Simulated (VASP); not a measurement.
In3BAs4: single point with PBE

In3BAs4:

```
CELL_PARAMETERS angstrom
4.05058 0.00000 0.00000
0.00000 8.17958 0.00000
0.00000 0.00000 5.84881
ATOMIC_POSITIONS crystal
B 0.00000 0.00000 0.98067
As 0.50000 0.00000 0.17291
As 0.00000 0.21219 0.78048
As 0.50000 0.50000 0.28389
As 0.00000 0.78781 0.78048
In 0.50000 0.22196 0.49765
In 0.00000 0.50000 0.00625
In 0.50000 0.77804 0.49765
```

```
Program                : VASP 6.6.1
Task                   : single point
Functional             : PBE
Potentials or basis    : VASP PAW PBE potentials, release 64 (B, As, In_d)
Cutoff                 : 520 eV
k mesh                 : 6 × 4 × 4
Occupations            : fermi-dirac, width 0.02 eV
Spin                   : no spin polarisation
Dipole correction      : no
Further INCAR settings : ALGO = Normal; EDIFF = 1e-06; NBANDS = 41
```

```yaml
Pressure: 2.1 GPa
Largest_force: 0.243 eV/Å
Band_gap_on_the_k_mesh: 0.06 eV (least direct gap 0.26 eV)
```

Forces in eV/Å, atoms in the order of the input:
```
B    0.000  0.000  0.124
As   0.000  0.000 -0.243
As   0.000 -0.038  0.082
As   0.000  0.000  0.054
As   0.000  0.038  0.082
In   0.000 -0.026 -0.009
In   0.000  0.000 -0.081
In   0.000  0.026 -0.009
```

Stress tensor (GPa, compression positive):
```
1.93 0.00 0.00
0.00 2.21 0.00
0.00 0.00 2.26
```

Levels at points of the mesh, in eV from the valence-band top:
| k point | band 29 | band 30 | band 31 | band 32 | band 33 | band 34 |
| --- | --- | --- | --- | --- | --- | --- |
| (0.00, 0.00, 0.00) | -0.63 | -0.29 | -0.20 | 0.06 | 0.50 | 1.47 |
| (0.50, 0.00, 0.00) | -2.49 | -1.65 | -1.08 | 0.96 | 1.32 | 1.36 |
| (0.00, 0.50, 0.00) | -1.37 | -0.32 | -0.13 | 0.28 | 1.82 | 2.00 |
| (0.50, 0.50, 0.00) | -2.45 | -2.38 | -2.01 | 1.84 | 2.15 | 2.32 |
| (0.00, 0.00, 0.50) | -1.02 | -0.92 | -0.77 | 0.10 | 1.18 | 1.54 |
| (0.50, 0.00, 0.50) | -1.38 | -1.26 | -0.84 | 0.34 | 0.65 | 3.07 |
| (0.00, 0.50, 0.50) | -1.06 | -1.05 | -0.94 | 0.87 | 1.94 | 2.12 |
| (0.50, 0.50, 0.50) | -2.03 | -2.02 | -1.95 | 1.79 | 2.09 | 2.37 |

Run time: 3.5 min on 1 thread of Intel(R) Xeon(R) 6975P-C (Granite Rapids), with other jobs on the host, peak memory 0.42 GiB.

Caveat: spin-orbit coupling is left out, which moves the levels of the heavy elements. A k mesh can miss the band edges.
